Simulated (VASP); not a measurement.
# HgTe (I-4m2) in VASP: further runs

Runs on HgTe. Level: PBE. Tasks: single point.

All numbers are computed with VASP 6.6.1; they aren't measurements. Logs are shortened: lines on timing, memory, paths and dates and some standing lists are left out, and cuts for length are marked.

## 1. The cell of the first run

Symmetry: I-4m2, No. 119, tetragonal system. The conventional cell has a = 4.103 Å, b = 4.103 Å, c = 6.447 Å, α = 90.00°, β = 90.00°, γ = 90.00°. Hg (site symmetry -4m2) has 4 Te at 2.61 Å within 3.4 Å. Te (site symmetry -4m2) has 4 Hg at 2.61 Å within 3.4 Å.

## 2. Single point, PBE (strain -0.1000 x Voigt [1, 1, 0, 0, 0, 0])

The input, INCAR:

```
SYSTEM = HgTe
PREC = Accurate
ENCUT = 520
EDIFF = 1E-6
ISMEAR = 0
SIGMA = 0.15
LREAL = .False.
LASPH = .True.
NELM = 60
ALGO = Normal
ISIF = 2
LWAVE = .False.
LCHARG = .False.
GGA = PE
NBANDS = 16
```

The input, KPOINTS:

```
Automatic mesh
0
Gamma
  14 14 14
  0 0 0
```

The input, POSCAR:

```
HgTe
1.0
    0.0000000000      2.9011500000      3.2235000000
    2.9011500000      0.0000000000      3.2235000000
    2.9011500000      2.9011500000      0.0000000000
Hg Te
1 1
Direct
    0.0000000000      0.0000000000      0.0000000000
    0.7500000000      0.7500000000      0.7500000000
```

Potentials or basis: VASP PAW PBE potentials, release 64 (Hg, Te).

The run is started by

```
$ cat potpaw_PBE.64/Hg/POTCAR potpaw_PBE.64/Te/POTCAR > POTCAR
$ mpirun -np 1 vasp_std > vasp.out
```

OUTCAR:

```text
SYSTEM = HgTe
   PREC = Accurate
   ENCUT = 520
   EDIFF = 1E-6
   ISMEAR = 0
   LREAL = .False.
   LASPH = .True.
   NELM = 60
   ISIF = 2
   GGA = PE

 ion  position               nearest neighbor table
   1  0.000  0.000  0.000-   2 2.61   2 2.61   2 2.61   2 2.61
   2  0.750  0.750  0.750-   1 2.61   1 2.61   1 2.61   1 2.61

  LATTYP: Found a body centered tetragonal cell.
 ALAT       =     4.1028456765
 C/A-ratio  =     1.5713484026

  Lattice vectors:

 A1 = (  -2.9011500000,   0.0000000000,   3.2235000000)
 A2 = (   2.9011500000,   0.0000000000,   3.2235000000)
 A3 = (   0.0000000000,   2.9011500000,  -3.2235000000)

Analysis of symmetry for initial positions (statically):
=====================================================================
 Subroutine PRICEL returns:
 Original cell was already a primitive cell.

 Routine SETGRP: Setting up the symmetry group for a
 body centered tetragonal supercell.

 Subroutine GETGRP returns: Found  8 space group operations
 (whereof  8 operations were pure point group operations)
 out of a pool of 16 trial point group operations.

The static configuration has the point symmetry D_2d.

Analysis of symmetry for dynamics (positions and initial velocities):
=====================================================================
 Subroutine PRICEL returns:
 Original cell was already a primitive cell.

 Routine SETGRP: Setting up the symmetry group for a
 body centered tetragonal supercell.

 Subroutine GETGRP returns: Found  8 space group operations
 (whereof  8 operations were pure point group operations)
 out of a pool of 16 trial point group operations.

The dynamic configuration has the point symmetry D_2d.

 Subroutine INISYM returns: Found  8 space group operations
 (whereof  8 operations are pure point group operations),
 and found     1 'primitive' translations

----------------------------------------------------------------------------------------

                                     Primitive cell

  volume of cell :      54.2623

  direct lattice vectors                    reciprocal lattice vectors
     0.000000000  2.901150000  3.223500000    -0.172345449  0.172345449  0.155110904
     2.901150000  0.000000000  3.223500000     0.172345449 -0.172345449  0.155110904
     2.901150000  2.901150000  0.000000000     0.172345449  0.172345449 -0.155110904

  length of vectors
     4.336775712  4.336775712  4.102845676     0.288903618  0.288903618  0.288903618

  position of ions in fractional coordinates (direct lattice)
     0.000000000  0.000000000  0.000000000
     0.750000000  0.750000000  0.750000000

  ion indices of the primitive-cell ions
   primitive index   ion index
                 1           1
                 2           2

----------------------------------------------------------------------------------------

 KPOINTS: Automatic mesh

Automatic generation of k-mesh.
 Grid dimensions read from file:
 generate k-points for:   14   14   14

 Generating k-lattice:

  Cartesian coordinates                     Fractional coordinates (reciprocal lattice)
    -0.012310389  0.012310389  0.011079350     0.071428571  0.000000000  0.000000000
     0.012310389 -0.012310389  0.011079350     0.000000000  0.071428571  0.000000000
     0.012310389  0.012310389 -0.011079350    -0.000000000 -0.000000000  0.071428571

  Length of vectors
     0.020635973  0.020635973  0.020635973

  Shift w.r.t. Gamma in fractional coordinates (k-lattice)
     0.000000000  0.000000000  0.000000000

 Subroutine IBZKPT returns following result:
 ===========================================

 Found    244 irreducible k-points:

 Following reciprocal coordinates:
            Coordinates               Weight
  0.000000  0.000000  0.000000      1.000000
  0.071429 -0.000000  0.000000      8.000000
  0.142857 -0.000000  0.000000      8.000000
  0.214286 -0.000000  0.000000      8.000000
  0.285714 -0.000000  0.000000      8.000000
  0.357143 -0.000000  0.000000      8.000000
[... 16 lines left out ...]
  0.214286  0.142857  0.000000      8.000000
  0.285714  0.142857  0.000000      8.000000
 [... further k-points ...]
   k-points           NKPTS =    244   k-points in BZ     NKDIM =    244   number of bands    NBANDS=     16
   number of dos      NEDOS =    301   number of ions     NIONS =      2
   total plane-waves  NPLWV =  32768
   dimension x,y,z NGX =    32 NGY =   32 NGZ =   32
   dimension x,y,z NGXF=    64 NGYF=   64 NGZF=   64
   ions per type =               1   1
   NGX,Y,Z   is equivalent  to a cutoff of  12.27, 12.27, 12.97 a.u.
   NGXF,Y,Z  is equivalent  to a cutoff of  24.53, 24.53, 25.93 a.u.
 SYSTEM =  HgTe
   PREC   = accura    normal or accurate (medium, high low for compatibility)
   ISTART =      0    job   : 0-new  1-cont  2-samecut
   ICHARG =      2    charge: 1-file 2-atom 10-const
   ISPIN  =      1    spin polarized calculation?
   LNONCOLLINEAR =      F non collinear calculations
   LSORBIT =      F    spin-orbit coupling
   LASPH  =      T    aspherical Exc in radial PAW
   ENCUT  =  520.0 eV  38.22 Ry    6.18 a.u.   8.06  8.06  7.63*2*pi/ulx,y,z
   NELM   =     60;   NELMIN=  2; NELMDL= -5     # of ELM steps
   EDIFF  = 0.1E-05   stopping-criterion for ELM
   LREAL  =      F    real-space projection
   EDIFFG = 0.1E-04   stopping-criterion for IOM
   NSW    =      0    number of steps for IOM
   IBRION =     -1    ionic relax: 0-MD 1-quasi-New 2-CG
   NFREE  =      0    steps in history (QN), initial steepest desc. (CG)
   ISIF   =      2    stress and relaxation
   ISYM   =      2    0-nonsym 1-usesym 2-fastsym
   POTIM  = 0.5000    time-step for ionic-motion
   TEBEG  =    0.0;   TEEND  =   0.0 temperature during run
   PSTRESS=    0.0 pullay stress
   NELECT =      18.0000    total number of electrons
   NUPDOWN=      -1.0000    fix difference up-down
   EMIN   =  10.00;   EMAX   =-10.00  energy-range for DOS
   EFERMI =   0.00;   METHOD = LEGACY
   ISMEAR =     0;   SIGMA  =   0.15  broadening in eV -4-tet -1-fermi 0-gaus
   EFERMI_NEDOS =   21; number of points for ismear=-14 and -15
   IALGO  =     38    algorithm
   IMIX   =      4    mixing-type and parameters
     AMIX     =   0.40;   BMIX     =  1.00
     AMIX_MAG =   1.60;   BMIX_MAG =  1.00
  volume/ion in A,a.u.               =      27.13       183.09
  Fermi-wavevector in a.u.,A,eV,Ry     =   1.133269  2.141568 17.473942  1.284298
  Thomas-Fermi vector in A             =   2.269971
   LORBIT       =      0    0 simple, 1 ext, 2 COOP (PROOUT), +10 PAW based schemes
   GGA     = PE    functional components
   LHFCALC =     F    Hartree Fock is set to
   AEXX    =    0.0000 exact exchange contribution
   IVDW    =     0    specifies the selected vdW correction
   LEPSILON=     F    determine dielectric tensor
   LRPA    =     F    only Hartree local field effects (RPA)
 non-spin polarized calculation
 Gauss-broadening in eV      SIGMA  =   0.15
  energy-cutoff  :      520.00
  volume of cell :       54.26
 maximum number of plane-waves:      1480
   NGX = 17   NGY = 17   NGZ = 15

 number of electron      18.0000000 magnetization

 Free energy of the ion-electron system (eV)
  ---------------------------------------------------
  ext. energy  EPLUGINS =         0.00000000
  ---------------------------------------------------
  free energy    TOTEN  =        -2.63061418 eV

  energy without entropy =       -2.63047177  energy(sigma->0) =       -2.63054297

 E-fermi :   5.9946     XC(G=0):  -9.7917

 val. band max:        5.9078258160   @ k =   0.0000   0.0000   0.0000
 cond. band min:       6.3200029248   @ k =   0.5000   0.0000   0.0000
 fundamental gap:      0.4121771088
 Fermi energy:         5.9945676324

 k-point     1 :       0.0000    0.0000    0.0000
  band No.  band energies     occupation
      1      -8.0995      2.00000
      2      -3.1667      2.00000
      3      -3.1179      2.00000
      4      -3.1179      2.00000
      5      -2.3945      2.00000
      6      -2.2513      2.00000
[... 8 lines left out ...]
     15      14.4313      0.00000
     16      14.4856      0.00000

 k-point     2 :       0.0714   -0.0000    0.0000
  band No.  band energies     occupation
      1      -8.0604      2.00000
      2      -3.1614      2.00000
      3      -3.1088      2.00000
      4      -3.1059      2.00000
      5      -2.3935      2.00000
      6      -2.2554      2.00000
[... 8 lines left out ...]
     15      13.9644      0.00000
     16      15.1808      0.00000

 k-point     3 :       0.1429   -0.0000    0.0000
  band No.  band energies     occupation
      1      -7.9481      2.00000
      2      -3.1457      2.00000
      3      -3.0769      2.00000
      4      -3.0728      2.00000
      5      -2.3885      2.00000
      6      -2.2660      2.00000
[... 8 lines left out ...]
     15      14.0238      0.00000
     16      14.7857      0.00000

 k-point     4 :       0.2143   -0.0000    0.0000
  band No.  band energies     occupation
      1      -7.7790      2.00000
      2      -3.1128      2.00000
      3      -3.0262      2.00000
      4      -3.0157      2.00000
      5      -2.3738      2.00000
      6      -2.2785      2.00000
[... 8 lines left out ...]
     15      14.2772      0.00000
     16      14.4422      0.00000

 k-point     5 :       0.2857   -0.0000    0.0000
  band No.  band energies     occupation
      1      -7.5812      2.00000
      2      -3.0673      2.00000
      3      -2.9770      2.00000
      4      -2.8992      2.00000
      5      -2.3442      2.00000
      6      -2.2875      2.00000
[... 8 lines left out ...]
     15      14.4450      0.00000
     16      14.5157      0.00000

 k-point     6 :       0.3571   -0.0000    0.0000
  band No.  band energies     occupation
      1      -7.3935      2.00000
      2      -3.0328      2.00000
      3      -2.9362      2.00000
      4      -2.6803      2.00000
      5      -2.2949      2.00000
      6      -2.2898      2.00000
[... 8 lines left out ...]
     15      14.8065      0.00000
     16      15.1682      0.00000

 k-point     7 :       0.4286   -0.0000    0.0000
  band No.  band energies     occupation
      1      -7.2584      2.00000
      2      -3.0149      2.00000
      3      -2.9107      2.00000
      4      -2.4111      2.00000
      5      -2.2874      2.00000
      6      -2.1543      2.00000
[... 8 lines left out ...]
     15      15.3752      0.00000
     16      15.9629      0.00000

 k-point     8 :       0.5000    0.0000    0.0000
  band No.  band energies     occupation
      1      -7.2092      2.00000
      2      -3.0097      2.00000
      3      -2.9021      2.00000
      4      -2.3403      2.00000
      5      -2.2856      2.00000
      6      -1.8359      2.00000
[... 8 lines left out ...]
     15      15.7233      0.00000
     16      16.2986      0.00000

 k-point     9 :       0.0714    0.0714    0.0000
  band No.  band energies     occupation
      1      -8.0520      2.00000
      2      -3.1696      2.00000
      3      -3.0963      2.00000
      4      -3.0963      2.00000
      5      -2.4048      2.00000
      6      -2.2485      2.00000
[... 8 lines left out ...]
     15      13.3073      0.00000
     16      15.8114      0.00000
[... 172 lines left out ...]
 k-point    19 :      -0.2143    0.0714    0.0000
  band No.  band energies     occupation
      1      -7.6759      2.00000
      2      -3.1138      2.00000
      3      -3.0089      2.00000
      4      -2.9620      2.00000
      5      -2.3235      2.00000
      6      -2.3024      2.00000
[... 8 lines left out ...]
     15      13.9887      0.00000
     16      14.8097      0.00000

 k-point    20 :      -0.1429    0.0714    0.0000
  band No.  band energies     occupation
      1      -7.8572      2.00000
      2      -3.1491      2.00000
      3      -3.0565      2.00000
      4      -3.0360      2.00000
      5      -2.3581      2.00000
      6      -2.2873      2.00000
[... 8 lines left out ...]
     15      14.1924      0.00000
     16      14.5938      0.00000

 k-point    21 :      -0.0714    0.0714    0.0000
  band No.  band energies     occupation
      1      -7.9923      2.00000
      2      -3.1572      2.00000
      3      -3.0916      2.00000
      4      -3.0880      2.00000
      5      -2.3793      2.00000
      6      -2.2696      2.00000
[... 8 lines left out ...]
     15      14.6070      0.00000
     16      14.6834      0.00000

 k-point    22 :       0.1429    0.1429    0.0000
  band No.  band energies     occupation
      1      -7.9147      2.00000
      2      -3.1740      2.00000
      3      -3.0340      2.00000
      4      -3.0340      2.00000
      5      -2.4312      2.00000
      6      -2.2407      2.00000
[... 8 lines left out ...]
     15      13.5809      0.00000
     16      16.4114      0.00000

 k-point    23 :       0.2143    0.1429    0.0000
  band No.  band energies     occupation
      1      -7.7948      2.00000
      2      -3.1585      2.00000
      3      -2.9890      2.00000
      4      -2.9870      2.00000
      5      -2.4406      2.00000
      6      -2.2392      2.00000
[... 8 lines left out ...]
     15      14.3869      0.00000
     16      15.8540      0.00000

 k-point    24 :       0.2857    0.1429    0.0000
  band No.  band energies     occupation
      1      -7.6271      2.00000
      2      -3.1081      2.00000
      3      -2.9343      2.00000
      4      -2.9259      2.00000
      5      -2.4331      2.00000
      6      -2.2431      2.00000
[... 8 lines left out ...]
     15      14.9010      0.00000
     16      15.5350      0.00000

 [... further k-points ...]
[... 5 lines left out ...]
  --------------------------------------------------------------------------------------
  -------------------------------------------------------------------------------------
  Total        7.6187113      7.6187113      7.6335147      0.0000000      0.0000000      0.0000000
  in kB      224.9541761    224.9541761    225.3912693      0.0000000      0.0000000      0.0000000
  external PRESSURE =     225.0998738 kB  Pullay stress =       0.0000000 kB

 VOLUME and BASIS-vectors are now :
 -----------------------------------------------------------------------------
  energy-cutoff  :      520.00
  volume of cell :       54.26
      direct lattice vectors                 reciprocal lattice vectors
     0.000000000  2.901150000  3.223500000    -0.172345449  0.172345449  0.155110904
     2.901150000  0.000000000  3.223500000     0.172345449 -0.172345449  0.155110904
     2.901150000  2.901150000  0.000000000     0.172345449  0.172345449 -0.155110904

 POSITION                                       TOTAL-FORCE (eV/Angst)
 -----------------------------------------------------------------------------------
      0.00000      0.00000      0.00000         0.000000     -0.000000     -0.000000
      4.35173      4.35173      4.83525        -0.000000      0.000000      0.000000
 -----------------------------------------------------------------------------------
    total drift:                               -0.000000     -0.000000     -0.000000

  FREE ENERGIE OF THE ION-ELECTRON SYSTEM (eV)
  ---------------------------------------------------
  free  energy   TOTEN  =        -2.6306141765 eV

  energy  without entropy=       -2.6304717665  energy(sigma->0) =       -2.63054297
```

Wall time 4.5 min (1 thread of AMD EPYC 7R13, shared host); peak memory 0.32 GiB.

Results:

```
Free energy            : -2.6306 eV
Pressure               : 22.5 GPa
Band gap on the k mesh : zero (filled and empty bands touch)
```

Levels at points of the mesh, in eV from the Fermi level:
| k point | band 7 | band 8 | band 9 | band 10 | band 11 | band 12 |
| --- | --- | --- | --- | --- | --- | --- |
| (0.00, 0.00, 0.00) | -0.68 | -0.43 | -0.09 | -0.09 | 3.54 | 3.58 |
| (0.50, 0.00, 0.00) | -7.35 | -2.08 | -1.40 | 0.33 | 4.30 | 4.89 |
| (0.50, 0.50, 0.00) | -7.40 | -3.22 | -3.22 | 1.99 | 2.12 | 8.29 |
| (0.50, 0.00, 0.50) | -6.74 | -3.93 | -3.57 | 1.12 | 1.39 | 8.89 |

Caveat: the cell differs from its parent crystal (strain -0.1000 x Voigt [1, 1, 0, 0, 0, 0]); the cell stands under pressure; semilocal functionals underestimate gaps, so a narrow gap can read as zero; spin-orbit coupling is left out, which moves the levels of the heavy elements.

## 3. Single point, PBE (strain -0.0750 x Voigt [1, 1, 0, 0, 0, 0])

The input, INCAR:

```
PREC     = Accurate       # precision mode
ENCUT    = 520            # plane-wave cutoff, eV
EDIFF    = 1E-7           # SCF threshold, eV
ISMEAR   = 0              # smearing method
SIGMA    = 0.15           # smearing width, eV
LREAL    = F              # projectors in reciprocal space
LASPH    = T              # aspherical terms in the spheres
NELM     = 100            # most SCF steps
ALGO     = Normal         # electronic algorithm
ISIF     = 2              # what is computed and relaxed
LWAVE    = F              # write WAVECAR
LCHARG   = F              # write CHGCAR
GGA      = PE             # functional
NBANDS   = 16             # bands
```

The input, KPOINTS:

```
Automatic mesh
0
Gamma
  14 14 14
```

The input, POSCAR:

```
HgTe
1.0
    0.0000000000      2.9817375000      3.2235000000
    2.9817375000      0.0000000000      3.2235000000
    2.9817375000      2.9817375000      0.0000000000
Hg Te
1 1
Direct
    0.0000000000      0.0000000000      0.0000000000
    0.7500000000      0.7500000000      0.7500000000
```

Potentials or basis: VASP PAW PBE potentials, release 64 (Hg, Te).

The run is started by

```
$ cat potpaw_PBE.64/Hg/POTCAR potpaw_PBE.64/Te/POTCAR > POTCAR
$ mpirun -np 1 vasp_std > vasp.out
```

It took 7.5 min on 1 thread of AMD EPYC 7R13, shared host; peak memory 0.35 GiB.

The run converged. Its results:

```yaml
Free_energy: -2.9991 eV
Pressure: 16.2 GPa
Band_gap_on_the_k_mesh: zero (filled and empty bands touch)
```

Stress tensor (GPa, compression positive):
```
16.29  0.00  0.00
 0.00 16.29  0.00
 0.00  0.00 15.96
```

Levels at points of the mesh, in eV from the Fermi level:
```tsv
k point	band 6	band 7	band 8	band 9	band 10	band 11	band 12	band 13
(0.00, 0.00, 0.00)	-7.87	-0.52	-0.48	-0.09	-0.09	3.70	3.72	3.72
(0.50, 0.00, 0.00)	-7.49	-6.88	-1.79	-1.33	0.44	4.45	4.89	6.47
(0.50, 0.50, 0.00)	-7.41	-6.89	-3.00	-3.00	1.96	2.16	8.27	9.32
(0.50, 0.00, 0.50)	-7.19	-6.43	-3.49	-3.25	1.33	1.67	8.82	8.94
```

Caveat: the cell differs from its parent crystal (strain -0.0750 x Voigt [1, 1, 0, 0, 0, 0]); the cell stands under pressure; semilocal functionals underestimate gaps, so a narrow gap can read as zero; spin-orbit coupling is left out, which moves the levels of the heavy elements.
